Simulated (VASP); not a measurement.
# Mo (Im-3m) in VASP: further runs

Mo is run at these levels: PBE, r2SCAN; tasks: single point.

Everything below comes from runs of VASP 6.6.1. Logs are shortened: lines on timing, memory, paths and dates and some standing lists are left out, and cuts for length are marked.

## (1) The cell of the first run

The structure is cubic, space group Im-3m (No. 229). Conventional cell: a = 3.163 Å, b = 3.163 Å, c = 3.163 Å, α = 90.00°, β = 90.00°, γ = 90.00°. Within 3.6 Å of Mo (site symmetry m-3m) lie 14 Mo at 2.74 to 3.16 Å.

## (2) Single point, PBE

INCAR reads:

```
  ALGO = Fast
  EDIFF = 1E-6
  ENCUT = 520
  GGA = PE
  ISIF = 2
  ISMEAR = 0
  LASPH = T
  LCHARG = F
  LREAL = F
  LWAVE = F
  NBANDS = 13
  NELM = 80
  PREC = Accurate
  SIGMA = 0.05
```

KPOINTS reads:

```
k-points
0
Gamma
  8 8 8
```

POSCAR reads:

```
Mo
1.0
   -1.5816278584      1.5816278584      1.5816278584
    1.5816278584     -1.5816278584      1.5816278584
    1.5816278584      1.5816278584     -1.5816278584
Mo
1
Direct
    0.0000000000      0.0000000000      0.0000000000
```

Potentials or basis: VASP PAW PBE potentials, release 64 (Mo_sv).

The run is started by

```
cat potpaw_PBE.64/Mo_sv/POTCAR > POTCAR
mpirun -np 1 vasp_std > vasp.out
```

OUTCAR:

```text
EDIFF = 1E-6
   ENCUT = 520
   GGA = PE
   ISIF = 2
   ISMEAR = 0
   LASPH = T
   LREAL = F
   NELM = 80
   PREC = Accurate

 ion  position               nearest neighbor table
   1  0.000  0.000  0.000-

  LATTYP: Found a body centered cubic cell.
 ALAT       =     3.1632557168

  Lattice vectors:

 A1 = (  -1.5816278584,   1.5816278584,   1.5816278584)
 A2 = (   1.5816278584,  -1.5816278584,   1.5816278584)
 A3 = (   1.5816278584,   1.5816278584,  -1.5816278584)

Analysis of symmetry for initial positions (statically):
=====================================================================
 Subroutine PRICEL returns:
 Original cell was already a primitive cell.

 Routine SETGRP: Setting up the symmetry group for a
 body centered cubic supercell.

 Subroutine GETGRP returns: Found 48 space group operations
 (whereof 48 operations were pure point group operations)
 out of a pool of 48 trial point group operations.

The static configuration has the point symmetry O_h .

Analysis of symmetry for dynamics (positions and initial velocities):
=====================================================================
 Subroutine PRICEL returns:
 Original cell was already a primitive cell.

 Routine SETGRP: Setting up the symmetry group for a
 body centered cubic supercell.

 Subroutine GETGRP returns: Found 48 space group operations
 (whereof 48 operations were pure point group operations)
 out of a pool of 48 trial point group operations.

The dynamic configuration has the point symmetry O_h .

 Subroutine INISYM returns: Found 48 space group operations
 (whereof 48 operations are pure point group operations),
 and found     1 'primitive' translations

----------------------------------------------------------------------------------------

                                     Primitive cell

  volume of cell :      15.8261

  direct lattice vectors                    reciprocal lattice vectors
    -1.581627858  1.581627858  1.581627858     0.000000000  0.316129991  0.316129991
     1.581627858 -1.581627858  1.581627858     0.316129991  0.000000000  0.316129991
     1.581627858  1.581627858 -1.581627858     0.316129991  0.316129991  0.000000000

  length of vectors
     2.739459809  2.739459809  2.739459809     0.447075320  0.447075320  0.447075320

  position of ions in fractional coordinates (direct lattice)
     0.000000000  0.000000000  0.000000000

  ion indices of the primitive-cell ions
   primitive index   ion index
                 1           1

----------------------------------------------------------------------------------------

 KPOINTS: k-points

Automatic generation of k-mesh.
 Grid dimensions read from file:
 generate k-points for:    8    8    8

 Generating k-lattice:

  Cartesian coordinates                     Fractional coordinates (reciprocal lattice)
     0.000000000  0.039516249  0.039516249     0.125000000  0.000000000  0.000000000
     0.039516249  0.000000000  0.039516249     0.000000000  0.125000000  0.000000000
     0.039516249  0.039516249  0.000000000     0.000000000  0.000000000  0.125000000

  Length of vectors
     0.055884415  0.055884415  0.055884415

  Shift w.r.t. Gamma in fractional coordinates (k-lattice)
     0.000000000  0.000000000  0.000000000

 Subroutine IBZKPT returns following result:
 ===========================================

 Found     29 irreducible k-points:

 Following reciprocal coordinates:
            Coordinates               Weight
  0.000000  0.000000  0.000000      1.000000
  0.125000  0.000000  0.000000     12.000000
  0.250000  0.000000  0.000000     12.000000
  0.375000  0.000000  0.000000     12.000000
  0.500000  0.000000  0.000000      6.000000
  0.125000  0.125000  0.000000     24.000000
[... 16 lines left out ...]
 -0.250000  0.250000  0.250000      6.000000
 -0.375000  0.375000  0.250000     24.000000
 [... further k-points ...]
   k-points           NKPTS =     29   k-points in BZ     NKDIM =     29   number of bands    NBANDS=     13
   number of dos      NEDOS =    301   number of ions     NIONS =      1
   total plane-waves  NPLWV =   8000
   dimension x,y,z NGX =    20 NGY =   20 NGZ =   20
   dimension x,y,z NGXF=    40 NGYF=   40 NGZF=   40
   ions per type =               1
   NGX,Y,Z   is equivalent  to a cutoff of  12.14, 12.14, 12.14 a.u.
   NGXF,Y,Z  is equivalent  to a cutoff of  24.27, 24.27, 24.27 a.u.
 SYSTEM =  unknown system
   PREC   = accura    normal or accurate (medium, high low for compatibility)
   ISTART =      0    job   : 0-new  1-cont  2-samecut
   ICHARG =      2    charge: 1-file 2-atom 10-const
   ISPIN  =      1    spin polarized calculation?
   LNONCOLLINEAR =      F non collinear calculations
   LSORBIT =      F    spin-orbit coupling
   LASPH  =      T    aspherical Exc in radial PAW
   ENCUT  =  520.0 eV  38.22 Ry    6.18 a.u.   5.09  5.09  5.09*2*pi/ulx,y,z
   NELM   =     80;   NELMIN=  2; NELMDL= -5     # of ELM steps
   EDIFF  = 0.1E-05   stopping-criterion for ELM
   LREAL  =      F    real-space projection
   EDIFFG = 0.1E-04   stopping-criterion for IOM
   NSW    =      0    number of steps for IOM
   IBRION =     -1    ionic relax: 0-MD 1-quasi-New 2-CG
   NFREE  =      0    steps in history (QN), initial steepest desc. (CG)
   ISIF   =      2    stress and relaxation
   ISYM   =      2    0-nonsym 1-usesym 2-fastsym
   POTIM  = 0.5000    time-step for ionic-motion
   TEBEG  =    0.0;   TEEND  =   0.0 temperature during run
   PSTRESS=    0.0 pullay stress
   NELECT =      14.0000    total number of electrons
   NUPDOWN=      -1.0000    fix difference up-down
   EMIN   =  10.00;   EMAX   =-10.00  energy-range for DOS
   EFERMI =   0.00;   METHOD = LEGACY
   ISMEAR =     0;   SIGMA  =   0.05  broadening in eV -4-tet -1-fermi 0-gaus
   EFERMI_NEDOS =   21; number of points for ismear=-14 and -15
   IALGO  =     68    algorithm
   IMIX   =      4    mixing-type and parameters
     AMIX     =   0.40;   BMIX     =  1.00
     AMIX_MAG =   1.60;   BMIX_MAG =  1.00
  volume/ion in A,a.u.               =      15.83       106.80
  Fermi-wavevector in a.u.,A,eV,Ry     =   1.571544  2.969788 33.602995  2.469750
  Thomas-Fermi vector in A             =   2.673112
   LORBIT       =      0    0 simple, 1 ext, 2 COOP (PROOUT), +10 PAW based schemes
   GGA     = PE    functional components
   LHFCALC =     F    Hartree Fock is set to
   AEXX    =    0.0000 exact exchange contribution
   IVDW    =     0    specifies the selected vdW correction
   LEPSILON=     F    determine dielectric tensor
   LRPA    =     F    only Hartree local field effects (RPA)
 non-spin polarized calculation
 RMM-DIIS sequential band-by-band and
 Gauss-broadening in eV      SIGMA  =   0.05
  energy-cutoff  :      520.00
  volume of cell :       15.83
 maximum number of plane-waves:       436
   NGX = 11   NGY = 11   NGZ = 11

 number of electron      14.0000004 magnetization

 Free energy of the ion-electron system (eV)
  ---------------------------------------------------
  ext. energy  EPLUGINS =         0.00000000
  ---------------------------------------------------
  free energy    TOTEN  =       -10.91361372 eV

  energy without entropy =      -10.91227691  energy(sigma->0) =      -10.91294532

 E-fermi :  12.2644     XC(G=0): -13.3227

 val. band max:       12.2644232983   @ k =  -0.2500   0.2500   0.1250
 cond. band min:      12.3724967183   @ k =   0.3750   0.0000   0.0000
 fundamental gap:      0.1080734200
 Fermi energy:        12.2644343785

 k-point     1 :       0.0000    0.0000    0.0000
  band No.  band energies     occupation
      1     -48.8965      2.00000
      2     -22.1899      2.00000
      3     -22.1899      2.00000
      4     -22.1899      2.00000
      5       5.2004      2.00000
      6      11.0484      2.00000
      7      11.0484      2.00000
      8      11.0484      2.00000
      9      14.0286      0.00000
     10      14.0286      0.00000
     11      27.2083      0.00000
     12      27.2083      0.00000
     13      27.2083      0.00000

 k-point     2 :       0.1250    0.0000    0.0000
  band No.  band energies     occupation
      1     -48.8603      2.00000
      2     -22.3989      2.00000
      3     -22.2548      2.00000
      4     -22.1914      2.00000
      5       5.8518      2.00000
      6      10.6916      2.00000
      7      10.9601      2.00000
      8      11.6780      2.00000
      9      13.6042      0.00000
     10      14.0468      0.00000
     11      27.6108      0.00000
     12      28.3082      0.00000
     13      28.3272      0.00000

 k-point     3 :       0.2500    0.0000    0.0000
  band No.  band energies     occupation
      1     -48.7720      2.00000
      2     -22.8853      2.00000
      3     -22.4086      2.00000
      4     -22.1951      2.00000
      5       7.1601      2.00000
      6       9.9366      2.00000
      7      10.8458      2.00000
      8      13.4245      0.00000
      9      13.5070      0.00000
     10      14.1860      0.00000
     11      27.1539      0.00000
     12      28.4355      0.00000
     13      31.2928      0.00000

 k-point     4 :       0.3750    0.0000    0.0000
  band No.  band energies     occupation
      1     -48.6823      2.00000
      2     -23.3492      2.00000
      3     -22.5586      2.00000
      4     -22.1990      2.00000
      5       7.3498      2.00000
      6       9.2900      2.00000
      7      12.3725      0.00224
      8      13.9930      0.00000
      9      14.4832      0.00000
     10      15.7344      0.00000
     11      25.2388      0.00000
     12      25.5994      0.00000
     13      31.7431      0.00000

 k-point     5 :       0.5000    0.0000    0.0000
  band No.  band energies     occupation
      1     -48.6447      2.00000
      2     -23.5356      2.00000
      3     -22.6196      2.00000
      4     -22.2007      2.00000
      5       7.1425      2.00000
      6       9.0460      2.00000
      7      13.9746      0.00000
      8      14.0490      0.00000
      9      14.6678      0.00000
     10      17.0428      0.00000
     11      23.8457      0.00000
     12      24.3316      0.00000
     13      29.5956      0.00000

 k-point     6 :       0.1250    0.1250    0.0000
  band No.  band energies     occupation
      1     -48.7980      2.00000
      2     -22.7317      2.00000
      3     -22.3325      2.00000
      4     -22.2406      2.00000
      5       6.9334      2.00000
      6      10.3365      2.00000
      7      10.4076      2.00000
      8      13.0480      0.00000
      9      13.1928      0.00000
     10      14.3119      0.00000
     11      28.2950      0.00000
     12      28.5964      0.00000
     13      29.6128      0.00000

 k-point     7 :       0.2500    0.1250    0.0000
  band No.  band energies     occupation
      1     -48.7088      2.00000
      2     -23.1519      2.00000
      3     -22.5207      2.00000
      4     -22.2632      2.00000
      5       7.8784      2.00000
      6       9.6331      2.00000
      7      10.6765      2.00000
      8      13.4070      0.00000
      9      14.6092      0.00000
     10      15.4593      0.00000
     11      26.3691      0.00000
     12      27.3566      0.00000
     13      31.5842      0.00000
[... 193 lines left out ...]
 k-point    20 :      -0.3750    0.5000    0.1250
  band No.  band energies     occupation
      1     -48.6010      2.00000
      2     -23.3367      2.00000
      3     -22.8568      2.00000
      4     -22.4358      2.00000
      5       8.4005      2.00000
      6       9.7216      2.00000
      7      10.4687      2.00000
      8      13.1751      0.00000
      9      15.5804      0.00000
     10      19.0699      0.00000
     11      23.8350      0.00000
     12      26.3439      0.00000
     13      29.5028      0.00000

 k-point    21 :      -0.3750   -0.3750    0.1250
  band No.  band energies     occupation
      1     -48.5785      2.00000
      2     -23.1632      2.00000
      3     -23.1632      2.00000
      4     -22.4483      2.00000
      5       9.3092      2.00000
      6       9.3092      2.00000
      7       9.5694      2.00000
      8      14.6312      0.00000
      9      14.6312      0.00000
     10      22.6274      0.00000
     11      22.9153      0.00000
     12      22.9153      0.00000
     13      32.0422      0.00000

 k-point    22 :       0.2500    0.2500    0.2500
  band No.  band energies     occupation
      1     -48.6253      2.00000
      2     -22.8710      2.00000
      3     -22.8710      2.00000
      4     -22.8710      2.00000
      5       9.7982      2.00000
      6       9.7982      2.00000
      7       9.7982      2.00000
      8      14.7889      0.00000
      9      14.7889      0.00000
     10      21.8663      0.00000
     11      23.8133      0.00000
     12      23.8133      0.00000
     13      23.8133      0.00000

 k-point    23 :      -0.2500    0.2500    0.2500
  band No.  band energies     occupation
      1     -48.6654      2.00000
      2     -22.9108      2.00000
      3     -22.6462      2.00000
      4     -22.6462      2.00000
      5       8.6668      2.00000
      6       9.7766      2.00000
      7      11.7779      2.00000
      8      11.7779      2.00000
      9      13.2471      0.00000
     10      15.7556      0.00000
     11      27.5272      0.00000
     12      30.5307      0.00000
     13      30.8333      0.00000

 k-point    24 :      -0.3750    0.3750    0.2500
  band No.  band energies     occupation
      1     -48.5888      2.00000
      2     -23.1896      2.00000
      3     -22.8086      2.00000
      4     -22.6859      2.00000
      5       8.5167      2.00000
      6       9.0696      2.00000
      7      11.7731      2.00000
      8      12.5953      0.00000
      9      15.2254      0.00000
     10      17.3084      0.00000
     11      26.0446      0.00000
     12      28.0617      0.00000
     13      29.1543      0.00000

 [... further k-points ...]
[... 5 lines left out ...]
  --------------------------------------------------------------------------------------
  -------------------------------------------------------------------------------------
  Total        0.0580098      0.0580098      0.0580098      0.0000000     -0.0000000      0.0000000
  in kB        5.8727160      5.8727160      5.8727160      0.0000000     -0.0000000      0.0000000
  external PRESSURE =       5.8727160 kB  Pullay stress =       0.0000000 kB

 VOLUME and BASIS-vectors are now :
 -----------------------------------------------------------------------------
  energy-cutoff  :      520.00
  volume of cell :       15.83
      direct lattice vectors                 reciprocal lattice vectors
    -1.581627858  1.581627858  1.581627858     0.000000000  0.316129991  0.316129991
     1.581627858 -1.581627858  1.581627858     0.316129991  0.000000000  0.316129991
     1.581627858  1.581627858 -1.581627858     0.316129991  0.316129991  0.000000000

 POSITION                                       TOTAL-FORCE (eV/Angst)
 -----------------------------------------------------------------------------------
      0.00000      0.00000      0.00000        -0.000000     -0.000000      0.000000
 -----------------------------------------------------------------------------------
    total drift:                                0.000000     -0.000000      0.000000

  FREE ENERGIE OF THE ION-ELECTRON SYSTEM (eV)
  ---------------------------------------------------
  free  energy   TOTEN  =       -10.9136137175 eV

  energy  without entropy=      -10.9122769140  energy(sigma->0) =      -10.91294532
```

Wall time 6.2 s (1 thread of Intel Xeon 6975P-C, shared host); peak memory 0.12 GiB.

Results:

```
Free energy            : -10.9136 eV
Pressure               : 0.6 GPa
Band gap on the k mesh : zero (band 7 reaches 16.30 eV, above the bottom of band 8 at 11.05 eV)
```

## (3) Single point, r2SCAN

This run uses another cell than the first one, of 15.49 Å³/atom, 0.979 times its volume.

POSCAR reads:

```
Mo
1.0
   -1.5703102067      1.5703102067      1.5703102067
    1.5703102067     -1.5703102067      1.5703102067
    1.5703102067      1.5703102067     -1.5703102067
Mo
1
Direct
    0.0000000000      0.0000000000      0.0000000000
```

INCAR.step1 reads:

```
PREC = Accurate
ENCUT = 520
ISMEAR = 0
SIGMA = 0.05
LREAL = False
LASPH = True
NELM = 60
NBANDS = 13
GGA = PE
ALGO = Normal
EDIFF = 1E-4
LWAVE = True
LCHARG = False
```

INCAR.step2 reads:

```
PREC = Accurate
ENCUT = 520
EDIFF = 1E-6
ISMEAR = 0
SIGMA = 0.05
LREAL = False
LASPH = True
NELM = 60
ALGO = Normal
ISIF = 2
LWAVE = False
LCHARG = False
METAGGA = R2SCAN
LMIXTAU = True
NBANDS = 13
ISTART = 1
```

KPOINTS reads:

```
Automatic mesh
0
Gamma
  18 18 18
```

Potentials or basis: VASP PAW PBE potentials, release 64 (Mo_sv).

The run is started by

```
cat potpaw_PBE.64/Mo_sv/POTCAR > POTCAR
cp INCAR.step1 INCAR
mpirun -np 1 vasp_std > vasp.out
cp INCAR.step2 INCAR
mpirun -np 1 vasp_std > vasp.out
```

Run time: 79 s. Hardware: 1 thread of Intel Xeon 6975P-C, shared host; peak memory 0.16 GiB.

Results (log left out):

| Property | Result |
| --- | --- |
| Free energy | -26.0739 eV |
| Pressure | 3.7 GPa |
| Band gap on the k mesh | zero (band 7 reaches 16.90 eV, above the bottom of band 8 at 11.26 eV) |

Levels at points of the mesh, in eV from the Fermi level:
```csv
k point,band 3,band 4,band 5,band 6,band 7,band 8,band 9,band 10,band 11,band 12
"(0.00, 0.00, 0.00)",-35.68,-35.68,-7.70,-1.45,-1.45,-1.45,1.92,1.92,15.50,15.50
"(0.50, 0.00, 0.00)",-36.17,-35.70,-5.66,-3.64,1.61,1.90,2.61,4.99,12.38,12.52
"(0.50, 0.50, 0.50)",-36.74,-36.74,-5.73,-5.73,4.19,4.19,4.19,9.54,9.54,9.54
```

Caveat: the PAW data sets were made with another functional, which shifts forces and pressure a little.

## (4) Single point, r2SCAN

POSCAR reads:

```
Mo
1.0
   -1.5816278584      1.5816278584      1.5816278584
    1.5816278584     -1.5816278584      1.5816278584
    1.5816278584      1.5816278584     -1.5816278584
Mo
1
Direct
    0.0000000000      0.0000000000      0.0000000000
```

Changes to INCAR.step1 since step 3:

```diff
@@ -6,3 +6,3 @@
 LASPH = True
-NELM = 60
+NELM = 100
 NBANDS = 13
```

Changes to INCAR.step2 since step 3:

```diff
@@ -7,3 +7,3 @@
 LASPH = True
-NELM = 60
+NELM = 100
 ALGO = Normal
```

KPOINTS reads:

```
regular mesh
0
Gamma
  18 18 18
```

The run is started by

```
cat potpaw_PBE.64/Mo_sv/POTCAR > POTCAR
cp INCAR.step1 INCAR
mpirun -np 1 vasp_std > vasp.out
cp INCAR.step2 INCAR
mpirun -np 1 vasp_std > vasp.out
```

It took 82 s on 1 thread of Intel Xeon 6975P-C, shared host; peak memory 0.15 GiB.

The run converged. Its results:

```
Free energy            : -26.0755 eV
Pressure               : -2.2 GPa
Band gap on the k mesh : zero (band 7 reaches 16.42 eV, above the bottom of band 8 at 10.95 eV)
```

Levels at points of the mesh, in eV from the Fermi level:
```tsv
k point	band 4	band 5	band 6	band 7	band 8	band 9	band 10	band 11
(0.00, 0.00, 0.00)	-35.72	-7.62	-1.40	-1.40	-1.40	1.89	1.89	15.48
(0.50, 0.00, 0.00)	-35.74	-5.52	-3.52	1.53	1.86	2.55	4.84	12.05
(0.50, 0.50, 0.50)	-36.72	-5.55	-5.55	4.07	4.07	4.07	9.38	9.38
```

Caveat: the PAW data sets were made with another functional, which shifts forces and pressure a little.

## (5) The runs side by side

```tsv
level	cell	k mesh	gap on the mesh (eV)	pressure (GPa)
PBE	a = 2.739 Å, angles 109.5°, 1 atom	8 × 8 × 8	none	0.6
r2SCAN	a = 2.720 Å, angles 109.5°, 1 atom	18 × 18 × 18	none	3.7
r2SCAN	a = 2.739 Å, angles 109.5°, 1 atom	18 × 18 × 18	none	-2.2
```

Alike in all rows: task single point; potentials or basis VASP PAW PBE potentials, release 64 (Mo_sv); no spin polarisation; cutoff (eV) 520; smearing gaussian 0.05 eV.

Caveats: the PAW data sets were made with another functional, which shifts forces and pressure a little (some runs).

Total energies depend on the potentials used, so only differences within one code and one set of settings carry meaning.
